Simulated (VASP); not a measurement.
# Ag (Im-3m) in VASP: a series of runs, part 2 of 2

VASP 6.6.1. The steps go on from the part before.

## (4) Relaxation of cell and atoms, PBE

This run uses another cell than the first one, of 31.34 Å³/atom.

Contents of INCAR:

```
SYSTEM = Ag
PREC = Accurate
ENCUT = 600
EDIFF = 1E-6
ISMEAR = 0
SIGMA = 0.1
LREAL = .False.
LASPH = .True.
NELM = 60
ALGO = Normal
ISIF = 3
LWAVE = .False.
LCHARG = .False.
GGA = PE
IBRION = 2
NSW = 90
EDIFFG = -0.04
```

Contents of KPOINTS:

```
regular mesh
0
Gamma
  4 4 4
  0 0 0
```

Contents of POSCAR:

```
Ag
1.0
   -2.8644713400      2.8644713400      2.8644713400
    2.8644713400     -2.8644713400      2.8644713400
    2.8644713400      2.8644713400     -2.8644713400
Ag
3
Direct
    0.0000000000      0.5000000000      0.5000000000
    0.5000000000      0.0000000000      0.5000000000
    0.5000000000      0.5000000000      0.0000000000
```

Potentials or basis: VASP PAW PBE potentials, release 64 (Ag).

Launch:

```bash
> cat potpaw_PBE.64/Ag/POTCAR > POTCAR
> mpirun -np 1 vasp_std > vasp.out
```

OUTCAR:

```text
SYSTEM = Ag
   PREC = Accurate
   ENCUT = 600
   EDIFF = 1E-6
   ISMEAR = 0
   LREAL = .False.
   LASPH = .True.
   NELM = 60
   ISIF = 3
   GGA = PE
   IBRION = 2
   NSW = 90
   EDIFFG = -0.04

 ion  position               nearest neighbor table
   1  0.000  0.500  0.500-   2 2.86   3 2.86   3 2.86   2 2.86
   2  0.500  0.000  0.500-   1 2.86   3 2.86   3 2.86   1 2.86
   3  0.500  0.500  0.000-   1 2.86   2 2.86   2 2.86   1 2.86

  LATTYP: Found a body centered cubic cell.
 ALAT       =     5.7289426800

  Lattice vectors:

 A1 = (  -2.8644713400,   2.8644713400,   2.8644713400)
 A2 = (   2.8644713400,  -2.8644713400,   2.8644713400)
[... 166 lines left out ...]
  FORCE on cell =-STRESS in cart. coord.  units (eV):
  Direction    XX          YY          ZZ          XY          YZ          ZX
  --------------------------------------------------------------------------------------
  -------------------------------------------------------------------------------------
  Total       -3.0371245     -3.0371245     -3.0371245      0.0000000      0.0000000     -0.0000000
  in kB      -51.7582690    -51.7582690    -51.7582690      0.0000000      0.0000000     -0.0000000
  external PRESSURE =     -51.7582690 kB  Pullay stress =       0.0000000 kB
[... 61 lines left out ...]
--------------------------------------- Ionic step        3  -------------------------------------------

 number of electron      32.9999992 magnetization

 Free energy of the ion-electron system (eV)
  ---------------------------------------------------
  ext. energy  EPLUGINS =         0.00000000
  ---------------------------------------------------
  free energy    TOTEN  =        -6.37743621 eV

  energy without entropy =       -6.35639460  energy(sigma->0) =       -6.36691541

 E-fermi :   3.9025     XC(G=0):  -9.7473

 val. band max:        3.1813805735   @ k =   0.2500   0.2500   0.2500
 cond. band min:       3.9098886478   @ k =   0.2500   0.2500   0.0000
 fundamental gap:      0.7285080743
 Fermi energy:         3.9024899452

 k-point     1 :       0.0000    0.0000    0.0000
  band No.  band energies     occupation
      1      -1.7586      2.00000
      2      -1.5516      2.00000
      3      -1.5516      2.00000
      4      -1.2007      2.00000
      5      -1.2007      2.00000
      6      -1.2007      2.00000
[... 203 lines left out ...]
  FREE ENERGIE OF THE ION-ELECTRON SYSTEM (eV)
  ---------------------------------------------------
  free  energy   TOTEN  =        -6.3774362109 eV

  energy  without entropy=       -6.3563946008  energy(sigma->0) =       -6.36691541

 reached required accuracy - stopping structural energy minimisation
```

OSZICAR:

```text
N       E                     dE             d eps       ncg     rms          rms(c)
DAV:   1     0.203002702781E+03    0.20300E+03   -0.17133E+04   320   0.165E+03
DAV:   2    -0.180745380626E+00   -0.20318E+03   -0.18770E+03   340   0.311E+02
DAV:   3    -0.621435708179E+01   -0.60336E+01   -0.59676E+01   356   0.545E+01
[... 24 lines left out ...]
DAV:   4    -0.637727732008E+01    0.73459E-02   -0.13683E-02   320   0.770E-01    0.716E-02
DAV:   5    -0.637737213216E+01   -0.94812E-04   -0.45645E-04   320   0.171E-01    0.278E-02
DAV:   6    -0.637743642708E+01   -0.64295E-04   -0.54305E-05   320   0.515E-02    0.125E-02
DAV:   7    -0.637743532759E+01    0.10995E-05   -0.25269E-06   280   0.111E-02    0.451E-03
DAV:   8    -0.637743621089E+01   -0.88330E-06   -0.58933E-07   184   0.697E-03
   3 F= -.63774362E+01 E0= -.63669154E+01  d E =-.364297E+00
```

CONTCAR:

```text
Ag
   1.00000000000000
    -2.6737608233125769    2.6737608233125769    2.6737608233125769
     2.6737608233125769   -2.6737608233125769    2.6737608233125769
     2.6737608233125769    2.6737608233125769   -2.6737608233125769
  Ag
     3
Direct
     0.0000000000000000    0.5000000000000000    0.5000000000000000
     0.5000000000000000    0.0000000000000000    0.5000000000000000
     0.5000000000000000    0.5000000000000000    0.0000000000000000

  0.00000000E+00  0.00000000E+00  0.00000000E+00
  0.00000000E+00  0.00000000E+00  0.00000000E+00
  0.00000000E+00  0.00000000E+00  0.00000000E+00
```

Wall time 23 s (1 thread of AMD EPYC 9R45 (Zen 5), shared host); peak memory 0.22 GiB.

What came out:

```
Free energy                           : -6.3774 eV
Relaxed volume                        : 25.49 Å³/atom
Relaxed cell                          : a = 4.631 Å, b = 4.631 Å, c = 4.631 Å, α = 109.47°, β = 109.47°, γ = 109.47°
Space group after relaxing (to 0.1 Å) : Im-3m (No. 229)
Energy gained by relaxing             : 121.4 meV/atom
Ionic steps                           : 3
Pressure after relaxing               : -0.2 GPa
Band gap on the k mesh                : zero (an odd number of electrons rules out a gap without spin polarisation)
```

Step by step:
```tsv
step	energy change (eV)	largest force (eV/Å)	pressure (GPa)	volume (Å³)
1	0.0000	0.0000	-5.18	94.01
2	-0.3289	0.0000	-2.27	80.90
3	-0.3643	0.0000	-0.18	76.46
```

Final structure:
```cif
data_structure
_symmetry_space_group_name_H-M 'P 1'
_symmetry_Int_Tables_number 1
_cell_length_a 4.6311
_cell_length_b 4.6311
_cell_length_c 4.6311
_cell_angle_alpha 109.471
_cell_angle_beta 109.471
_cell_angle_gamma 109.471
_cell_volume 76.46
loop_
_atom_site_label
_atom_site_type_symbol
_atom_site_fract_x
_atom_site_fract_y
_atom_site_fract_z
_atom_site_occupancy
Ag1 Ag 0.00000 0.50000 0.50000 1
Ag2 Ag 0.50000 0.00000 0.50000 1
Ag3 Ag 0.50000 0.50000 0.00000 1
```

Levels at points of the mesh, in eV from the Fermi level:
| k point | band 14 | band 15 | band 16 | band 17 | band 18 | band 19 |
| --- | --- | --- | --- | --- | --- | --- |
| (0.00, 0.00, 0.00) | -2.68 | -2.68 | -1.58 | 4.54 | 4.54 | 4.54 |
| (0.50, 0.00, 0.00) | -2.84 | -2.66 | -1.89 | -1.79 | 3.60 | 4.39 |
| (0.50, 0.50, 0.50) | -2.51 | -2.51 | 0.67 | 0.67 | 0.67 | 1.68 |

Caveat: the k points lie up to 0.42 Å⁻¹ apart in the final cell, too coarse for converged energies and pressures of a metal; the volume moved by over 15 % at a fixed basis, so the end points are rough.

## (5) Summary

```tsv
task	cell	cutoff (eV)	gap on the mesh (eV)	pressure (GPa)
single point	a = 4.626 Å, angles 109.5°, 3 atoms	520	none	-0.1
single point	a = 4.961 Å, angles 109.5°, 3 atoms	520	none	-5.2
relaxation of cell and atoms	relaxed from a = 4.961 Å, angles 109.5°, 3 atoms	600	none	-0.2
```

Alike in all rows: level PBE; potentials or basis VASP PAW PBE potentials, release 64 (Ag); no spin polarisation; k mesh 4 × 4 × 4; smearing gaussian 0.1 eV.

Caveats: all runs use coarse meshes; the volume moved by over 15 % at a fixed basis, so the end points are rough (at least some runs).

Absolute energies hang on the potentials; compare differences alone.
